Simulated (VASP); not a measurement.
## Y: relaxation of cell and atoms with PBEsol

Crystal: Y.

```
CELL_PARAMETERS angstrom
-2.02000 2.02000 2.02000
2.02000 -2.02000 2.02000
2.02000 2.02000 -2.02000
ATOMIC_POSITIONS crystal
Y 0.00000 0.00000 0.00000
```

This isn't the form of Y at room conditions, which is hcp.

| Item | Value |
| --- | --- |
| Program | VASP 6.6.1 |
| Task | relaxation of cell and atoms |
| Functional | PBEsol |
| Potentials or basis | VASP PAW PBE potentials, release 64 (Y_sv) |
| Cutoff | 500 eV |
| k mesh | 15 × 15 × 15 |
| Occupations | fermi-dirac, width 0.05 eV |
| Spin | no spin polarisation |
| Target pressure | 40 GPa |
| Dipole correction | no |
| Further INCAR settings | ALGO = Normal; EDIFF = 1e-07; IBRION = 2; EDIFFG = -0.02; NSW = 80; ISIF = 3 |

```yaml
Relaxed_volume: 19.25 Å³/atom
Relaxed_cell: a = 2.924 Å, b = 2.924 Å, c = 2.924 Å, α = 109.47°, β = 109.47°, γ = 109.47°
Space_group_after_relaxing_to_0.1_Å: Im-3m (No. 229)
Energy_change_on_relaxing_the_run_minimises_the_enthalpy: +1077.9 meV/atom
Ionic_steps: 17
Pressure_after_relaxing: 40.1 GPa
Band_gap_on_the_k_mesh: zero (an odd number of electrons rules out a gap without spin polarisation)
```

The path:
| step | energy change (eV) | largest force (eV/Å) | pressure (GPa) | volume (Å³) |
| --- | --- | --- | --- | --- |
| 1 | 0.0000 | 0.0000 | -1.93 | 32.97 |
| 2 | 21.7960 | 0.0000 | 1300.90 | 6.56 |
| 3 | 0.0608 | 0.0000 | 6.43 | 27.42 |
| 4 | 0.2516 | 0.0000 | 14.51 | 24.41 |
| 5 | 1.0855 | 0.0000 | 40.34 | 19.22 |
| 6 | 1.0292 | 0.0000 | 38.74 | 19.45 |
| 7 | 1.0308 | 0.0000 | 38.75 | 19.44 |
| 8 | 1.0357 | 0.0000 | 38.93 | 19.42 |
| 9 | 1.0357 | 0.0000 | 38.93 | 19.42 |
| 10 | 1.0359 | 0.0000 | 38.90 | 19.42 |
| 11 | 1.0362 | 0.0000 | 38.91 | 19.42 |
| 12 | 1.0369 | 0.0000 | 38.93 | 19.42 |
| 13 | 1.0382 | 0.0000 | 38.97 | 19.41 |
| 14 | 1.0408 | 0.0000 | 39.08 | 19.40 |
| 15 | 1.0461 | 0.0000 | 39.20 | 19.38 |
| 16 | 1.0566 | 0.0000 | 39.50 | 19.34 |
| 17 | 1.0779 | 0.0000 | 40.11 | 19.25 |

Final structure:
```
Y
1.0
    -1.68836    1.68836    1.68836
     1.68836   -1.68836    1.68836
     1.68836    1.68836   -1.68836
Y
1
Direct
  0.00000 0.00000 0.00000
```

Levels at points of the mesh, in eV from the Fermi level:
| k point | band 1 | band 2 | band 3 | band 4 | band 5 | band 6 | band 7 | band 8 | band 9 |
| --- | --- | --- | --- | --- | --- | --- | --- | --- | --- |
| (0.00, 0.00, 0.00) | -41.92 | -20.54 | -20.54 | -20.54 | -4.89 | 2.26 | 2.26 | 2.26 | 5.53 |

It took 4.8 min on 1 thread of Intel(R) Xeon(R) Platinum 8488C (Sapphire Rapids), with other jobs on the host, peak memory 0.28 GiB.

Caveat: the cell is relaxed towards a set pressure, so the run minimises the enthalpy, not the energy; the volume moved by over 15 % at a fixed basis, so the end points are rough; the PAW data sets were made with another functional, which shifts forces and pressure a little.
